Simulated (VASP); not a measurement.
Input of a VASP 6.6.1 run:

File POSCAR:

```
Pt
1.0
    2.7215652729      0.0000000000      0.0000000000
   -1.3607826364      2.3569446644      0.0000000000
    0.0000000000      0.0000000000      4.7283281313
Pt
2
Direct
    0.3333333333      0.6666666667      0.2500000000
    0.6666666667      0.3333333333      0.7500000000
```

The input INCAR.step1:

```
PREC = Accurate
ENCUT = 520
EDIFF = 1E-5
ISMEAR = -1
SIGMA = 0.05
LREAL = F
LASPH = T
NELM = 80
ALGO = Normal
ISIF = 2
LWAVE = T
LCHARG = F
NBANDS = 17
GGA = PE
```

File INCAR.step2:

```
PREC = Accurate
ENCUT = 520
EDIFF = 1E-6
ISMEAR = -1
SIGMA = 0.05
LREAL = F
LASPH = T
NELM = 80
ALGO = Normal
ISIF = 2
LWAVE = F
LCHARG = F
GGA = PE
LHFCALC = T
HFSCREEN = 0.2079
PRECFOCK = Normal
NBANDS = 17
ISTART = 1
```

Contents of KPOINTS:

```
Automatic mesh
0
Gamma
  6 6 3
```

Potentials or basis: VASP PAW PBE potentials, release 64 (Pt).

Run with:

```console
$ cat potpaw_PBE.64/Pt/POTCAR > POTCAR
$ cp INCAR.step1 INCAR
$ mpirun -np 1 vasp_std > vasp.out
$ cp INCAR.step2 INCAR
$ mpirun -np 1 vasp_std > vasp.out
```

(1) Estimate the band gap on the k mesh.

(2) What does it give for the pressure?

Results:

(1) zero (bands 10 and 11 overlap by 1.61 eV).

(2) 0.3 GPa.

Caveat: the k points lie up to 0.44 Å⁻¹ apart, too coarse for converged energies and pressures of a metal; the PAW data sets were made with another functional, which shifts forces and pressure a little; spin-orbit coupling is left out, which moves the levels of the heavy elements.
